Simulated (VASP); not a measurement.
## H6C3O2: single point with PBE+D3(BJ)

The system is H6C3O2.

```
C O H
1.0
     7.79697    0.00000    0.00000
     0.00000    7.79697    0.00000
     0.00000    0.00000    7.79697
C O H
9 6 18
Cartesian
  6.1859 3.5437 4.3255
  1.7524 2.3428 4.8962
  6.1615 4.0364 0.6791
  3.4687 -0.0438 -0.3116
  2.9968 1.1795 0.5189
  7.4043 7.1575 7.9484
  7.3564 8.2034 6.8390
  0.7143 5.7411 3.9150
  2.1935 6.3096 3.8603
  6.6984 3.4850 5.3511
  5.6890 3.5985 3.2436
  2.1672 3.0136 5.7692
  1.2152 1.7972 4.0206
  5.0825 4.3668 0.4587
  7.2580 3.7320 0.9399
  4.4542 -0.2911 0.0649
  2.9334 -0.9585 -0.0084
  3.5343 0.0352 -1.4776
  2.0882 1.6824 0.0421
  2.7997 0.9610 1.5761
  3.7590 2.0252 0.4643
  8.0293 7.4634 8.7818
  6.4199 6.8932 8.4346
  7.9588 6.2429 7.5342
  6.5495 7.9385 6.0906
  7.1318 9.1769 7.2801
  8.3632 8.3589 6.3438
  -0.0406 6.4305 3.5545
  0.7289 4.9137 3.1713
  0.5426 5.3271 4.9180
  2.8474 5.4256 4.0615
  2.4607 6.5249 2.8171
  2.4156 7.0885 4.5354
```

```
Program                : VASP 6.6.1
Task                   : single point
Functional             : PBE
Dispersion             : D3(BJ)
Potentials or basis    : VASP PAW PBE potentials, release 64 (C, O, H)
Cutoff                 : 520 eV
k mesh                 : 1 × 1 × 1
Occupations            : fermi-dirac, width 0.05 eV
Spin                   : no spin polarisation
Dipole correction      : no
Further INCAR settings : LREAL = Auto; ALGO = Normal; EDIFF = 1e-06; NBANDS = 67
```

The pressure is -0.3 GPa, the largest force is 4.068 eV/Å and the band gap on the k mesh is 5.57 eV. The dispersion energy per atom is -0.036 eV.

Forces on the atoms (eV/Å):
```
C   -1.572  0.143 -3.750
C   -0.221  1.445  0.904
C    1.730 -0.307  0.486
C    0.094 -0.034 -0.202
C   -0.170  1.589 -1.785
C    0.622 -1.383 -0.288
C   -0.176  0.085 -0.317
C    1.897 -0.347 -0.506
C   -0.855 -2.592 -1.238
O    1.044 -0.173  2.581
O    0.255 -0.074  1.520
O    0.514 -0.249  0.013
O   -0.240 -1.041 -1.119
O   -2.639  0.715 -0.738
O    1.019 -0.404 -0.056
H    0.730  0.012 -0.270
H   -0.480  0.147 -0.493
H   -0.296  0.137  1.997
H    0.704 -0.769  0.828
H   -0.014 -0.172 -0.130
H   -0.571 -0.943  0.193
H    0.343  0.394  0.269
H    0.676  0.122 -0.838
H   -1.054  0.639  0.601
H    0.900  0.360  0.421
H   -0.315  0.272 -0.061
H   -0.984 -0.557  0.299
H   -0.301  0.444  0.292
H   -0.234  0.075  0.388
H   -0.344  0.246 -0.158
H   -0.137  0.529  0.337
H   -0.110  0.597  0.059
H    0.187  1.095  0.759
```

Stress tensor (GPa, compression positive):
```
 0.22 -0.29  1.20
-0.29 -0.20 -0.02
 1.20 -0.02 -0.86
```

Levels at points of the mesh, in eV from the valence-band top:
| k point | band 43 | band 44 | band 45 | band 46 | band 47 | band 48 |
| --- | --- | --- | --- | --- | --- | --- |
| (0.00, 0.00, 0.00) | -0.58 | -0.37 | 0.00 | 5.57 | 6.54 | 6.71 |

Run time: 47 s on 1 thread of AMD EPYC 7R13 Processor (Zen 3) (shared host), peak memory 0.48 GiB.

Caveat: the k points lie up to 0.81 Å⁻¹ apart.
